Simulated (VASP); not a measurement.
# Br (C2/m) in VASP: single point with PBEsol

Aim: the single point of Br with PBEsol.

Program: VASP 6.6.1. These are calculated values, not measurements. Logs are shortened: lines on timing, memory, paths and dates and some standing lists are left out, and cuts for length are marked.

### 1 The cell of the first run

The structure is monoclinic, space group C2/m (No. 12). Conventional cell: a = 7.610 Å, b = 2.770 Å, c = 2.904 Å, α = 90.00°, β = 107.85°, γ = 90.00°. Within 3.7 Å of Br (site symmetry 2/m) lie 4 Br at 2.77 to 2.90 Å.

### 2 Single point, PBEsol (strained)

Contents of INCAR:

```
SYSTEM = Br
PREC = Accurate ; ENCUT = 520
EDIFF = 1E-6 ; ISMEAR = 0
SIGMA = 0.1 ; LREAL = .False.
LASPH = .True. ; NELM = 100
ALGO = Normal ; ISIF = 2
LWAVE = .False. ; LCHARG = .False.
GGA = PS ; NBANDS = 10
```

Contents of KPOINTS:

```
Automatic mesh
0
Gamma
  18 18 18
  0 0 0
```

Contents of POSCAR:

```
Br
1.0
   -1.3848154354      1.3077220509      3.5732745327
    1.3848154354     -1.5939234405      3.6871538691
    1.3848154354      1.5939234405     -3.6871538691
Br
1
Direct
    0.0000000000      0.0000000000      0.0000000000
```

Potentials or basis: VASP PAW PBE potentials, release 64 (Br).

Started as:

```
cat potpaw_PBE.64/Br/POTCAR > POTCAR
mpirun -np 1 vasp_std > vasp.out
```

OUTCAR:

```text
SYSTEM = Br
   PREC = Accurate
   ENCUT = 520
   EDIFF = 1E-6
   ISMEAR = 0
   LREAL = .False.
   LASPH = .True.
   NELM = 100
   ISIF = 2
   GGA = PS

 ion  position               nearest neighbor table
   1  0.000  0.000  0.000-

  LATTYP: Found a base centered monoclinic cell.
 ALAT       =     7.6101058727
 B/A-ratio  =     0.3639411747
 C/A-ratio  =     0.3815819860
 COS(beta)  =    -0.3065885219

  Lattice vectors:

 A1 = (   1.3848154354,  -1.3077220509,  -3.5732745327)
 A2 = (  -1.3848154354,  -1.3077220509,  -3.5732745327)
 A3 = (   0.0000000000,   2.9016454914,  -0.1138793364)

Analysis of symmetry for initial positions (statically):
=====================================================================
 Subroutine PRICEL returns:
 Original cell was already a primitive cell.

 Routine SETGRP: Setting up the symmetry group for a
 base centered monoclinic supercell.

 Subroutine GETGRP returns: Found  4 space group operations
 (whereof  4 operations were pure point group operations)
 out of a pool of  4 trial point group operations.

The static configuration has the point symmetry C_2h.

Analysis of symmetry for dynamics (positions and initial velocities):
=====================================================================
 Subroutine PRICEL returns:
 Original cell was already a primitive cell.

 Routine SETGRP: Setting up the symmetry group for a
 base centered monoclinic supercell.

 Subroutine GETGRP returns: Found  4 space group operations
 (whereof  4 operations were pure point group operations)
 out of a pool of  4 trial point group operations.

The dynamic configuration has the point symmetry C_2h.

 Subroutine INISYM returns: Found  4 space group operations
 (whereof  4 operations are pure point group operations),
 and found     1 'primitive' translations

----------------------------------------------------------------------------------------

                                     Primitive cell

  volume of cell :      29.1290

  direct lattice vectors                    reciprocal lattice vectors
    -1.384815435  1.307722051  3.573274533     0.000000000  0.350579941  0.151552554
     1.384815435 -1.593923441  3.687153869     0.361058945  0.005413906  0.137946332
     1.384815435  1.593923441 -3.687153869     0.361058945  0.345166034  0.013606222

  length of vectors
     4.049214941  4.248930381  4.248930381     0.381935166  0.386551501  0.499688185

  position of ions in fractional coordinates (direct lattice)
     0.000000000  0.000000000  0.000000000

  ion indices of the primitive-cell ions
   primitive index   ion index
                 1           1

----------------------------------------------------------------------------------------

 KPOINTS: Automatic mesh

Automatic generation of k-mesh.
 Grid dimensions read from file:
 generate k-points for:   18   18   18

 Generating k-lattice:

  Cartesian coordinates                     Fractional coordinates (reciprocal lattice)
     0.000000000  0.019476663  0.008419586     0.055555556 -0.000000000  0.000000000
     0.020058830  0.000300773  0.007663685     0.000000000  0.055555556  0.000000000
     0.020058830  0.019175891  0.000755901     0.000000000 -0.000000000  0.055555556

  Length of vectors
     0.021218620  0.021475083  0.027760455

  Shift w.r.t. Gamma in fractional coordinates (k-lattice)
     0.000000000  0.000000000  0.000000000

 Subroutine IBZKPT returns following result:
 ===========================================

 Found   1550 irreducible k-points:

 Following reciprocal coordinates:
            Coordinates               Weight
  0.000000  0.000000  0.000000      1.000000
  0.055556  0.000000  0.000000      2.000000
  0.111111  0.000000  0.000000      2.000000
  0.166667  0.000000 -0.000000      2.000000
  0.222222  0.000000 -0.000000      2.000000
  0.277778  0.000000 -0.000000      2.000000
[... 16 lines left out ...]
 -0.333333  0.055556  0.000000      4.000000
 -0.277778  0.055556 -0.000000      4.000000
 [... further k-points ...]
   k-points           NKPTS =   1550   k-points in BZ     NKDIM =   1550   number of bands    NBANDS=     10
   number of dos      NEDOS =    301   number of ions     NIONS =      1
   total plane-waves  NPLWV =  30720
   dimension x,y,z NGX =    30 NGY =   32 NGZ =   32
   dimension x,y,z NGXF=    60 NGYF=   64 NGZF=   64
   ions per type =               1
   NGX,Y,Z   is equivalent  to a cutoff of  12.32, 12.52, 12.52 a.u.
   NGXF,Y,Z  is equivalent  to a cutoff of  24.63, 25.04, 25.04 a.u.
 SYSTEM =  Br
   PREC   = accura    normal or accurate (medium, high low for compatibility)
   ISTART =      0    job   : 0-new  1-cont  2-samecut
   ICHARG =      2    charge: 1-file 2-atom 10-const
   ISPIN  =      1    spin polarized calculation?
   LNONCOLLINEAR =      F non collinear calculations
   LSORBIT =      F    spin-orbit coupling
   LASPH  =      T    aspherical Exc in radial PAW
   ENCUT  =  520.0 eV  38.22 Ry    6.18 a.u.   7.53  7.90  7.90*2*pi/ulx,y,z
   NELM   =    100;   NELMIN=  2; NELMDL= -5     # of ELM steps
   EDIFF  = 0.1E-05   stopping-criterion for ELM
   LREAL  =      F    real-space projection
   EDIFFG = 0.1E-04   stopping-criterion for IOM
   NSW    =      0    number of steps for IOM
   IBRION =     -1    ionic relax: 0-MD 1-quasi-New 2-CG
   NFREE  =      0    steps in history (QN), initial steepest desc. (CG)
   ISIF   =      2    stress and relaxation
   ISYM   =      2    0-nonsym 1-usesym 2-fastsym
   POTIM  = 0.5000    time-step for ionic-motion
   TEBEG  =    0.0;   TEEND  =   0.0 temperature during run
   PSTRESS=    0.0 pullay stress
   NELECT =       7.0000    total number of electrons
   NUPDOWN=      -1.0000    fix difference up-down
   EMIN   =  10.00;   EMAX   =-10.00  energy-range for DOS
   EFERMI =   0.00;   METHOD = LEGACY
   ISMEAR =     0;   SIGMA  =   0.10  broadening in eV -4-tet -1-fermi 0-gaus
   EFERMI_NEDOS =   21; number of points for ismear=-14 and -15
   IALGO  =     38    algorithm
   IMIX   =      4    mixing-type and parameters
     AMIX     =   0.40;   BMIX     =  1.00
     AMIX_MAG =   1.60;   BMIX_MAG =  1.00
  volume/ion in A,a.u.               =      29.13       196.57
  Fermi-wavevector in a.u.,A,eV,Ry     =   1.017807  1.923377 14.094701  1.035931
  Thomas-Fermi vector in A             =   2.151229
   LORBIT       =      0    0 simple, 1 ext, 2 COOP (PROOUT), +10 PAW based schemes
   GGA     = PS    functional components
   LHFCALC =     F    Hartree Fock is set to
   AEXX    =    0.0000 exact exchange contribution
   IVDW    =     0    specifies the selected vdW correction
   LEPSILON=     F    determine dielectric tensor
   LRPA    =     F    only Hartree local field effects (RPA)
 non-spin polarized calculation
 Gauss-broadening in eV      SIGMA  =   0.10
  energy-cutoff  :      520.00
  volume of cell :       29.13
 maximum number of plane-waves:       805
   NGX = 15   NGY = 15   NGZ = 15

 number of electron       6.9999999 magnetization

 Free energy of the ion-electron system (eV)
  ---------------------------------------------------
  ext. energy  EPLUGINS =         0.00000000
  ---------------------------------------------------
  free energy    TOTEN  =        -1.71318380 eV

  energy without entropy =       -1.71124422  energy(sigma->0) =       -1.71221401

 E-fermi :   1.3063     XC(G=0):  -8.7997

 val. band max:        1.2949772543   @ k =   0.1111   0.4444   0.3889
 cond. band min:       1.3094954144   @ k =  -0.4444   0.4444   0.4444
 fundamental gap:      0.0145181601
 Fermi energy:         1.3063494394

 k-point     1 :       0.0000    0.0000    0.0000
  band No.  band energies     occupation
      1     -15.0239      2.00000
      2      -1.0852      2.00000
      3       1.8243      0.00000
      4       2.8098      0.00000
      5       6.4474      0.00000
      6      10.7828      0.00000
      7      11.7888      0.00000
      8      16.8209      0.00000
      9      17.6135      0.00000
     10      18.0292      0.00000

 k-point     2 :       0.0556    0.0000    0.0000
  band No.  band energies     occupation
      1     -14.9883      2.00000
      2      -1.0942      2.00000
      3       1.5143      0.00328
      4       2.8297      0.00000
      5       6.5964      0.00000
      6      11.1349      0.00000
      7      11.8380      0.00000
      8      15.4783      0.00000
      9      18.0937      0.00000
     10      18.7120      0.00000

 k-point     3 :       0.1111    0.0000    0.0000
  band No.  band energies     occupation
      1     -14.8833      2.00000
      2      -1.1179      2.00000
      3       0.7376      2.00000
      4       2.8880      0.00000
      5       6.9828      0.00000
      6      11.7956      0.00000
      7      12.2716      0.00000
      8      13.9019      0.00000
      9      18.2847      0.00000
     10      19.4439      0.00000

 k-point     4 :       0.1667    0.0000   -0.0000
  band No.  band energies     occupation
      1     -14.7153      2.00000
      2      -1.1544      2.00000
      3      -0.2434      2.00000
      4       2.9795      0.00000
      5       7.5085      0.00000
      6      12.0140      0.00000
      7      12.5259      0.00000
      8      13.6147      0.00000
      9      18.5917      0.00000
     10      19.9291      0.00000
[... 222 lines left out ...]
 k-point    22 :      -0.3889    0.0556    0.0000
  band No.  band energies     occupation
      1     -13.7203      2.00000
      2      -3.7829      2.00000
      3      -0.9478      2.00000
      4       3.1228      0.00000
      5       7.5673      0.00000
      6      12.1263      0.00000
      7      13.5533      0.00000
      8      16.2476      0.00000
      9      18.9148      0.00000
     10      19.6470      0.00000

 k-point    23 :      -0.3333    0.0556    0.0000
  band No.  band energies     occupation
      1     -13.9545      2.00000
      2      -3.1152      2.00000
      3      -0.9501      2.00000
      4       3.0091      0.00000
      5       8.0180      0.00000
      6      11.1888      0.00000
      7      13.2709      0.00000
      8      16.6895      0.00000
      9      18.6692      0.00000
     10      19.1795      0.00000

 k-point    24 :      -0.2778    0.0556   -0.0000
  band No.  band energies     occupation
      1     -14.2147      2.00000
      2      -2.2656      2.00000
      3      -0.9550      2.00000
      4       2.8740      0.00000
      5       8.2394      0.00000
      6      10.8379      0.00000
      7      12.9859      0.00000
      8      16.5441      0.00000
      9      18.0718      0.00000
     10      18.7849      0.00000

 [... further k-points ...]
[... 5 lines left out ...]
  --------------------------------------------------------------------------------------
  -------------------------------------------------------------------------------------
  Total       -0.2837688     -0.0574113      0.0304654     -0.0000000      0.0436408      0.0000000
  in kB      -15.6080654     -3.1577793      1.6756836     -0.0000000      2.4003670      0.0000000
  external PRESSURE =      -5.6967204 kB  Pullay stress =       0.0000000 kB

 VOLUME and BASIS-vectors are now :
 -----------------------------------------------------------------------------
  energy-cutoff  :      520.00
  volume of cell :       29.13
      direct lattice vectors                 reciprocal lattice vectors
    -1.384815435  1.307722051  3.573274533     0.000000000  0.350579941  0.151552554
     1.384815435 -1.593923441  3.687153869     0.361058945  0.005413906  0.137946332
     1.384815435  1.593923441 -3.687153869     0.361058945  0.345166034  0.013606222

 POSITION                                       TOTAL-FORCE (eV/Angst)
 -----------------------------------------------------------------------------------
      0.00000      0.00000      0.00000         0.000000      0.000000      0.000000
 -----------------------------------------------------------------------------------
    total drift:                                0.000000      0.000000      0.000000

  FREE ENERGIE OF THE ION-ELECTRON SYSTEM (eV)
  ---------------------------------------------------
  free  energy   TOTEN  =        -1.7131837961 eV

  energy  without entropy=       -1.7112442156  energy(sigma->0) =       -1.71221401
```

Run time: 3.1 min. Hardware: 1 thread of Intel Xeon Platinum 8559C (Emerald Rapids), shared host; peak memory 0.53 GiB.

What came out:

```yaml
Free_energy: -1.7132 eV
Pressure: -0.6 GPa
```

Levels at points of the mesh, in eV from the Fermi level:
| k point | band 1 | band 2 | band 3 | band 4 | band 5 | band 6 | band 7 | band 8 | band 9 |
| --- | --- | --- | --- | --- | --- | --- | --- | --- | --- |
| (0.00, 0.00, 0.00) | -16.33 | -2.39 | 0.52 | 1.50 | 5.14 | 9.48 | 10.48 | 15.51 | 16.31 |
| (0.50, 0.00, 0.00) | -14.83 | -5.71 | -2.34 | 2.25 | 5.71 | 12.12 | 13.16 | 15.52 | 15.84 |
| (0.00, 0.50, 0.00) | -14.37 | -6.11 | -1.71 | 1.66 | 6.27 | 11.94 | 12.49 | 14.41 | 14.59 |
| (0.50, 0.50, 0.00) | -13.05 | -4.82 | -3.98 | -0.57 | 5.28 | 8.29 | 12.10 | 13.45 | 14.71 |
| (0.00, 0.50, 0.50) | -14.90 | -5.82 | -1.81 | 2.29 | 6.52 | 11.85 | 12.27 | 13.30 | 15.99 |
| (0.50, 0.50, 0.50) | -16.10 | -4.52 | 0.39 | 1.36 | 8.82 | 9.80 | 11.35 | 16.69 | 18.06 |

Caveat: the cell differs from its parent crystal (strained); the PAW data sets were made with another functional, which shifts forces and pressure a little; an odd number of electrons without spin polarisation forces a metal; a magnetic or distorted state may lie lower.
